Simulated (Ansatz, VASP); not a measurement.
One calculation of SrAu2Cl2, two programs

File POSCAR:

```
SrAu2Cl2
1.0
    0.0000000000      4.6166090000      0.0000000000
    4.6166090000      0.0000000000      0.0000000000
    2.3083040000      2.3083040000     -5.3561110000
Au Sr Cl
2 1 2
Direct
    0.7500000000      0.2500000000      0.5000000000
    0.2500000000      0.7500000000      0.5000000000
    0.0000000000      0.0000000000      0.0000000000
    0.3630000000      0.3630000000      0.2740000000
    0.6370000000      0.6370000000      0.7260000000
```

File INCAR.step1:

```
SYSTEM = SrAu2Cl2
PREC = Accurate ; ENCUT = 520
ISMEAR = -1 ; SIGMA = 0.1
LREAL = .FALSE. ; LASPH = .TRUE.
NELM = 100 ; NBANDS = 31
GGA = PE ; ALGO = Normal
EDIFF = 1E-4 ; LWAVE = .TRUE.
LCHARG = .FALSE.
```

INCAR.step2

```
SYSTEM = SrAu2Cl2
PREC = Accurate ; ENCUT = 520
EDIFF = 1E-6 ; ISMEAR = -1
SIGMA = 0.1 ; LREAL = .FALSE.
LASPH = .TRUE. ; NELM = 100
ALGO = Normal ; ISIF = 2
LWAVE = .FALSE. ; LCHARG = .FALSE.
METAGGA = R2SCAN ; LMIXTAU = .TRUE.
NBANDS = 31 ; ISTART = 1
```

File KPOINTS:

```
regular mesh
0
G
  8 8 8
  0 0 0
```

Input for Ansatz:

```yaml
crystal:
  lattice:
    - [0.0, 4.616609, 0.0]
    - [4.616609, 0.0, 0.0]
    - [2.308304, 2.308304, -5.356111]
  atoms:
    - { symbol: Au, position: [0.75, 0.25, 0.5] }
    - { symbol: Au, position: [0.25, 0.75, 0.5] }
    - { symbol: Sr, position: [0.0, 0.0, 0.0] }
    - { symbol: Cl, position: [0.363, 0.363, 0.274] }
    - { symbol: Cl, position: [0.637, 0.637, 0.726] }
  symmetry: { tolerance: 0.0003 }
kpoints:
  mp_grid: { grid: [8, 8, 8], shift: [0, 0, 0] }
  band_path:
    path:
      - [0.0, 0.0, 0.0]
      - [0.5, 0.5, 0.5]
      - [0.5, 0.5, 0.25]
      - [0.0, 0.5, 0.0]
      - [0.0, 0.0, 0.0]
      - [0.0, 0.0, -0.5]
      - [0.0, 0.40713393, -0.29643303]
      - [0.0, 0.59286607, 0.29643303]
      - [0.0, 0.0, 0.0]
      - [0.5, 0.5, 0.5]
      - [0.40713393, 0.59286607, 0.5]
    npoints: 6
magnetization:
  spin_polarized: false
scf:
  occupations: { method: fermi_dirac }
  lower_state_search: "off"
  max_iter: 200
hamiltonian:
  pseudopotentials: { kind: paw }
  xc: r2scan
basis:
  ecutwfc: 500
  fft_grid_basis: typed
output:
  forces: true
  stress: true
  eigenvalues: true
  bader: true
  populations: true
  elf: true
  write_potential: true
  volumetric_format: npy
  dos:
    e_range: [-12, 8]
    de: 0.05
    projected: { site_lists: { Au: [Au], Cl: [Cl], Sr: [Sr] } }
checkpoint:
  read: saved_state
```

Alike in both runs: task single point; functional r2SCAN; k mesh 8 × 8 × 8; no spin polarisation.

|  | VASP | Ansatz |
| --- | --- | --- |
| version | VASP 6.6.1 | Ansatz 0.2.0 |
| potentials or method | VASP PAW PBE potentials, release 64 (Au, Sr_sv, Cl), cutoff 520 eV | PAW plane waves |
| occupations | fermi-dirac, width 0.1 eV | fermi-dirac |
| valence electrons in the cell | 46 | 62 |

Ansatz gave:

| Item | Value |
| --- | --- |
| pressure (GPa) | 8.3 |
| traceless stress, the component that is largest in VASP (GPa) | -0.68 |
| rms of the force components (eV/Å) | 0.470 |

**Question.** Which values does VASP return?

**Answer.** Pressure (GPa): 8.3; traceless stress, the component that is largest in VASP (GPa): -0.71; rms of the force components (eV/Å): 0.474.

VASP's potentials were made for PBE, not for r2SCAN. Atom by atom the forces differ by 0.004 eV/Å (rms over components). VASP's potentials hold 46 valence electrons a cell and Ansatz's 62, so a difference there can come from the potentials and not from the codes.

Neither program's run includes spin-orbit coupling.
